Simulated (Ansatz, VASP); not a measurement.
## Two plane-wave programs on Al3Pd

The input INCAR:

```
SYSTEM = Al3Pd
  PREC = Accurate
  ENCUT = 500
  EDIFF = 1E-6
  ISMEAR = 0
  SIGMA = 0.1
  LREAL = .False.
  LASPH = .True.
  NELM = 120
  ALGO = Normal
  ISIF = 2
  LWAVE = .False.
  LCHARG = .False.
  GGA = PE
  NBANDS = 18
  GGA_COMPAT = .False.
```

The input KPOINTS:

```
regular mesh
0
Gamma
  5 5 5
  0 0 0
```

File POSCAR:

```
Al3Pd
1.0
    3.9469100000      0.0000000000      0.0000000000
    0.0000000000      3.9469100000      0.0000000000
    0.0000000000      0.0000000000      3.9469100000
Al Pd
3 1
Direct
    0.0000000000      0.5000000000      0.5000000000
    0.5000000000      0.0000000000      0.5000000000
    0.5000000000      0.5000000000      0.0000000000
    0.0000000000      0.0000000000      0.0000000000
```

Input for Ansatz:

```yaml
crystal:
  lattice:
    - [3.94691, 0.0, 0.0]
    - [0.0, 3.94691, 0.0]
    - [0.0, 0.0, 3.94691]
  atoms:
    - { symbol: Al, position: [0.0, 0.5, 0.5] }
    - { symbol: Al, position: [0.5, 0.0, 0.5] }
    - { symbol: Al, position: [0.5, 0.5, 0.0] }
    - { symbol: Pd, position: [0.0, 0.0, 0.0] }
basis:
  ecutwfc: 420
kpoints:
  mp_grid: { grid: [5, 5, 5] }
hamiltonian:
  xc: pbe
scf:
  occupations: { method: gaussian, width: 0.1 }
output:
  forces: true
  stress: true
  eigenvalues: true
```

Alike in both runs: task single point; functional PBE; k mesh 5 × 5 × 5; occupations gaussian, width 0.1 eV; no spin polarisation.

```csv
,VASP,Ansatz
version,VASP 6.6.1,Ansatz 0.2.0
potentials or method,"VASP PAW PBE potentials, release 64 (Al, Pd), cutoff 500 eV","scalar-relativistic, plane waves, PAW"
valence electrons in the cell,19,27
```

```csv
,VASP,Ansatz,Ansatz less VASP
gap on the k mesh at the Fermi level (eV),none,none,-
pressure (GPa),1.3,1.3,+0.02
```

A gap of «none» marks a metal or a gap that the smearing closes. VASP's potentials hold 19 valence electrons a cell and Ansatz's 27, so a difference there can come from the potentials and not from the codes.
